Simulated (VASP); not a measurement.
# Cr3Cu (Pm-3m) in VASP: notebook, part 2 of 2

VASP 6.6.1. The steps go on from the part before.

## 3. Single point, LDA, collinear spin, ferromagnetic start

This run uses another cell than the first one, of 12.85 Å³/atom, 1.023 times its volume.

Input file INCAR:

```
SYSTEM = Cr3Cu
ALGO = Normal ; EDIFF = 1E-6
ENCUT = 520 ; ISIF = 2
ISMEAR = -1 ; ISPIN = 2
LASPH = .True. ; LCHARG = .False.
LMAXMIX = 4 ; LORBIT = 11
LREAL = .False. ; LWAVE = .False.
MAGMOM = 2.1 2.1 2.1 0 ; NBANDS = 36
NELM = 150 ; PREC = Accurate
SIGMA = 0.1
```

Input file KPOINTS:

```
k-points
0
Gamma
  7 7 7
  0 0 0
```

Input file POSCAR:

```
Cr3Cu
1.0
    3.7181883289      0.0000000000      0.0000000000
    0.0000000000      3.7181883289      0.0000000000
    0.0000000000      0.0000000000      3.7181883289
Cr Cu
3 1
Direct
    0.0000000000      0.5000000000      0.5000000000
    0.5000000000      0.0000000000      0.5000000000
    0.5000000000      0.5000000000      0.0000000000
    0.0000000000      0.0000000000      0.0000000000
```

Potentials or basis: VASP PAW LDA potentials, release 64 (Cr_pv, Cu).

Command:

```bash
$ cat potpaw_LDA.64/Cr_pv/POTCAR potpaw_LDA.64/Cu/POTCAR > POTCAR
$ mpirun -np 1 vasp_std > vasp.out
```

OUTCAR:

```text
SYSTEM = Cr3Cu
   EDIFF = 1E-6
   ENCUT = 520
   ISIF = 2
   ISMEAR = -1
   ISPIN = 2
   LASPH = .True.
   LORBIT = 11
   LREAL = .False.
   NELM = 150
   PREC = Accurate

 ion  position               nearest neighbor table
   1  0.000  0.500  0.500-   2 2.63   3 2.63   4 2.63   3 2.63   4 2.63   2 2.63   4 2.63   4 2.63
                             2 2.63   3 2.63   3 2.63   2 2.63
   2  0.500  0.000  0.500-   1 2.63   3 2.63   4 2.63   3 2.63   4 2.63   1 2.63   3 2.63   3 2.63
                             1 2.63   4 2.63   4 2.63   1 2.63
   3  0.500  0.500  0.000-   1 2.63   2 2.63   4 2.63   1 2.63   2 2.63   2 2.63   4 2.63   2 2.63
                             1 2.63   4 2.63   1 2.63   4 2.63
   4  0.000  0.000  0.000-   1 2.63   2 2.63   3 2.63   1 2.63   2 2.63   1 2.63   3 2.63   1 2.63
                             2 2.63   3 2.63   2 2.63   3 2.63

  LATTYP: Found a simple cubic cell.
 ALAT       =     3.7181883289

  Lattice vectors:

 A1 = (   3.7181883289,   0.0000000000,   0.0000000000)
 A2 = (   0.0000000000,   3.7181883289,   0.0000000000)
 A3 = (   0.0000000000,   0.0000000000,   3.7181883289)

Analysis of symmetry for initial positions (statically):
=====================================================================
 Subroutine PRICEL returns:
 Original cell was already a primitive cell.

 Routine SETGRP: Setting up the symmetry group for a
 simple cubic supercell.

 Subroutine GETGRP returns: Found 48 space group operations
 (whereof 48 operations were pure point group operations)
 out of a pool of 48 trial point group operations.

The static configuration has the point symmetry O_h .

Analysis of symmetry for dynamics (positions and initial velocities):
=====================================================================
 Subroutine PRICEL returns:
 Original cell was already a primitive cell.

 Routine SETGRP: Setting up the symmetry group for a
 simple cubic supercell.

 Subroutine GETGRP returns: Found 48 space group operations
 (whereof 48 operations were pure point group operations)
 out of a pool of 48 trial point group operations.

The dynamic configuration has the point symmetry O_h .

Analysis of structural, dynamic, and magnetic symmetry:
=====================================================================
 Subroutine PRICEL returns:
 Original cell was already a primitive cell.

 Routine SETGRP: Setting up the symmetry group for a
 simple cubic supercell.

 Subroutine GETGRP returns: Found 48 space group operations
 (whereof 48 operations were pure point group operations)
 out of a pool of 48 trial point group operations.

The overall configuration has the point symmetry O_h .

 Subroutine INISYM returns: Found 48 space group operations
 (whereof 48 operations are pure point group operations),
 and found     1 'primitive' translations

----------------------------------------------------------------------------------------

                                     Primitive cell

  volume of cell :      51.4037

  direct lattice vectors                    reciprocal lattice vectors
     3.718188329  0.000000000  0.000000000     0.268948184  0.000000000  0.000000000
     0.000000000  3.718188329  0.000000000     0.000000000  0.268948184  0.000000000
[... 84 lines left out ...]
   EDIFF  = 0.1E-05   stopping-criterion for ELM
   LREAL  =      F    real-space projection
   EDIFFG = 0.1E-04   stopping-criterion for IOM
   NSW    =      0    number of steps for IOM
   IBRION =     -1    ionic relax: 0-MD 1-quasi-New 2-CG
   NFREE  =      0    steps in history (QN), initial steepest desc. (CG)
   ISIF   =      2    stress and relaxation
   ISYM   =      2    0-nonsym 1-usesym 2-fastsym
   POTIM  = 0.5000    time-step for ionic-motion
   TEBEG  =    0.0;   TEEND  =   0.0 temperature during run
   PSTRESS=    0.0 pullay stress
   NELECT =      47.0000    total number of electrons
   NUPDOWN=      -1.0000    fix difference up-down
   EMIN   =  10.00;   EMAX   =-10.00  energy-range for DOS
   EFERMI =   0.00;   METHOD = LEGACY
   ISMEAR =    -1;   SIGMA  =   0.10  broadening in eV -4-tet -1-fermi 0-gaus
   EFERMI_NEDOS =   21; number of points for ismear=-14 and -15
   IALGO  =     38    algorithm
   IMIX   =      4    mixing-type and parameters
     AMIX     =   0.40;   BMIX     =  1.00
     AMIX_MAG =   1.60;   BMIX_MAG =  1.00
  volume/ion in A,a.u.               =      12.85        86.72
  Fermi-wavevector in a.u.,A,eV,Ry     =   1.588947  3.002674 34.351342  2.524752
  Thomas-Fermi vector in A             =   2.687872
   LORBIT       =     11    0 simple, 1 ext, 2 COOP (PROOUT), +10 PAW based schemes
   GGA     = CA    functional components
   LHFCALC =     F    Hartree Fock is set to
   AEXX    =    0.0000 exact exchange contribution
   IVDW    =     0    specifies the selected vdW correction
   LEPSILON=     F    determine dielectric tensor
   LRPA    =     F    only Hartree local field effects (RPA)
 spin polarized calculation
  energy-cutoff  :      520.00
  volume of cell :       51.40
 maximum number of plane-waves:      1398
 NGX is ok and might be reduce to    28
   NGX = 13   NGY = 13   NGZ = 13

 number of electron      47.0000076 magnetization      -0.0001682

 number of electron      47.0000076 magnetization       0.0001218

 Free energy of the ion-electron system (eV)
  ---------------------------------------------------
  ext. energy  EPLUGINS =         0.00000000
  ---------------------------------------------------
  free energy    TOTEN  =       -34.65101501 eV

  energy without entropy =      -34.52124876  energy(sigma->0) =      -34.58613189

 E-fermi :   8.4999     XC(G=0): -13.2018

 val. band max:        8.4177759768   @ k =   0.2857   0.1429   0.1429
 cond. band min:       8.5353229283   @ k =   0.4286   0.0000   0.0000
 fundamental gap:      0.1175469515
 Fermi energy:         8.4998996706

 spin component 1

 k-point     1 :       0.0000    0.0000    0.0000
  band No.  band energies     occupation
      1     -34.2397      1.00000
      2     -34.2397      1.00000
      3     -34.2397      1.00000
      4     -33.9778      1.00000
      5     -33.9778      1.00000
      6     -33.9778      1.00000
[... 749 lines left out ...]
     34      14.0759      0.00000
     35      14.0765      0.00000
 Fermi energy:         8.4998996706

 spin component 2

 k-point     1 :       0.0000    0.0000    0.0000
  band No.  band energies     occupation
      1     -34.2397      1.00000
      2     -34.2397      1.00000
      3     -34.2397      1.00000
      4     -33.9778      1.00000
      5     -33.9778      1.00000
      6     -33.9778      1.00000
[... 749 lines left out ...]
     34      14.0759      0.00000
     35      14.0760      0.00000
 [bands above 35 left out]

------------------------ aborting loop because EDIFF is reached ----------------------------------------

  FORCE on cell =-STRESS in cart. coord.  units (eV):
  Direction    XX          YY          ZZ          XY          YZ          ZX
  --------------------------------------------------------------------------------------
  -------------------------------------------------------------------------------------
  Total       -9.7989116     -9.7989116     -9.7989116      0.0000000      0.0000000     -0.0000000
  in kB     -305.4177495   -305.4177495   -305.4177495      0.0000000      0.0000000     -0.0000000
  external PRESSURE =    -305.4177495 kB  Pullay stress =       0.0000000 kB

 VOLUME and BASIS-vectors are now :
 -----------------------------------------------------------------------------
  energy-cutoff  :      520.00
  volume of cell :       51.40
      direct lattice vectors                 reciprocal lattice vectors
     3.718188329  0.000000000  0.000000000     0.268948184  0.000000000  0.000000000
     0.000000000  3.718188329  0.000000000     0.000000000  0.268948184  0.000000000
     0.000000000  0.000000000  3.718188329     0.000000000  0.000000000  0.268948184

 POSITION                                       TOTAL-FORCE (eV/Angst)
 -----------------------------------------------------------------------------------
      0.00000      1.85909      1.85909         0.000000      0.000000      0.000000
      1.85909      0.00000      1.85909         0.000000      0.000000      0.000000
      1.85909      1.85909      0.00000         0.000000      0.000000      0.000000
      0.00000      0.00000      0.00000         0.000000      0.000000      0.000000
 -----------------------------------------------------------------------------------
    total drift:                                0.000000      0.000000      0.000000

  FREE ENERGIE OF THE ION-ELECTRON SYSTEM (eV)
  ---------------------------------------------------
  free  energy   TOTEN  =       -34.6510150131 eV

  energy  without entropy=      -34.5212487615  energy(sigma->0) =      -34.58613189

 total charge

# of ion       s       p       d       tot
------------------------------------------
    1        0.376   6.288   4.126  10.790
    2        0.376   6.288   4.126  10.790
    3        0.376   6.288   4.126  10.790
    4        0.517   0.512   9.065  10.094
--------------------------------------------------
tot          1.644  19.375  21.444  42.464

 magnetization (x)

# of ion       s       p       d       tot
------------------------------------------
    1        0.000   0.000  -0.000   0.000
    2        0.000   0.000  -0.000   0.000
    3        0.000   0.000  -0.000   0.000
    4       -0.000   0.000   0.000   0.000
--------------------------------------------------
tot          0.000   0.000  -0.000   0.000
```

OSZICAR:

```text
N       E                     dE             d eps       ncg     rms          rms(c)
DAV:   1     0.511883004270E+03    0.51188E+03   -0.24851E+04  3104   0.178E+03
DAV:   2    -0.806642069514E+01   -0.51995E+03   -0.49799E+03  2892   0.469E+02
DAV:   3    -0.392447902504E+02   -0.31178E+02   -0.28640E+02  3020   0.133E+02
DAV:   4    -0.401018356991E+02   -0.85705E+00   -0.85281E+00  3572   0.235E+01
DAV:   5    -0.401636016235E+02   -0.61766E-01   -0.61605E-01  4804   0.484E+00    0.248E+01
DAV:   6    -0.372221041809E+02    0.29415E+01   -0.59358E+01  3664   0.150E+02    0.116E+01
DAV:   7    -0.351158865385E+02    0.21062E+01   -0.18303E+01  3808   0.589E+01    0.792E+00
DAV:   8    -0.347484545380E+02    0.36743E+00   -0.34149E+00  4168   0.422E+01    0.294E+00
DAV:   9    -0.346592338528E+02    0.89221E-01   -0.60833E-01  4132   0.145E+01    0.119E+00
DAV:  10    -0.346558018733E+02    0.34320E-02   -0.53983E-02  3404   0.134E+00    0.698E-01
DAV:  11    -0.346517784156E+02    0.40235E-02   -0.29671E-02  3608   0.372E+00    0.287E-01
DAV:  12    -0.346509768945E+02    0.80152E-03   -0.53753E-03  3880   0.143E+00    0.529E-02
DAV:  13    -0.346510168811E+02   -0.39987E-04   -0.19591E-04  3864   0.118E-01    0.191E-02
DAV:  14    -0.346510144938E+02    0.23873E-05   -0.19106E-05  3792   0.741E-02    0.804E-03
DAV:  15    -0.346510155877E+02   -0.10939E-05   -0.45031E-06  2920   0.283E-02    0.695E-03
DAV:  16    -0.346510150131E+02    0.57460E-06   -0.16648E-06  2184   0.213E-02
   1 F= -.34651015E+02 E0= -.34586132E+02  d E =-.129766E+00  mag=    -0.0000
```

stdout:

```text
POSCAR found type information on POSCAR CrCu
 POSCAR found :  2 types and       4 ions
 scaLAPACK will be used
 LDA part: xc-table for (Slater(with rela. corr.)+CA(PZ))
 , standard interpolation
 POSCAR, INCAR and KPOINTS ok, starting setup
 FFT: planning ... GRIDC
 FFT: planning ... GRID_SOFT
 FFT: planning ... GRID
 WAVECAR not read
 entering main loop
```

It took 71 s on 1 thread of AMD EPYC 9R45 (Zen 5), shared host; peak memory 0.15 GiB.

Results:

```
Free energy                                           : -34.6510 eV
Pressure                                              : -30.5 GPa
Net moment                                            : 0.00 μB per cell
Valence electrons inside the program's atomic spheres : Cr 10.79; Cu 10.09
```

Caveat: the starting moments collapsed, and a magnetic state may lie lower.
